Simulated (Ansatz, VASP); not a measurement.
# GePt: VASP beside Ansatz

```
Ge Pt
1.0
     0.00000    2.60617    2.60617
     2.60617    0.00000    2.60617
     2.60617    2.60617    0.00000
Ge Pt
1 1
Direct
  0.50000 0.50000 0.50000
  0.00000 0.00000 0.00000
```

Change from the starting cell: species swapped into the PbSe type (Fm-3m, No. 225).

Alike in both runs: functional PBE; k mesh 18 × 18 × 18; occupations gaussian, width 0.1 eV; no spin polarisation.

Ansatz relaxed the structure, and its values are those at the end. VASP's run is a single point on that final structure, the one shown.

|  | VASP | Ansatz |
| --- | --- | --- |
| version | VASP 6.6.1 | Ansatz 0.2.0 |
| potentials or method | VASP PAW PBE potentials, release 64 (Ge_d, Pt), cutoff 520 eV | scalar-relativistic, plane waves, PAW |
| valence electrons in the cell | 24 | 32 |

|  | VASP | Ansatz | Ansatz less VASP |
| --- | --- | --- | --- |
| gap on the k mesh at the Fermi level (eV) | none | none | - |
| pressure (GPa) | 0.0 | 0.0 | +0.03 |

A gap of «none» marks a metal or a gap that the smearing closes. VASP's potentials hold 24 valence electrons a cell and Ansatz's 32, so a difference there can come from the potentials and not from the codes.

Spin-orbit coupling is off throughout.
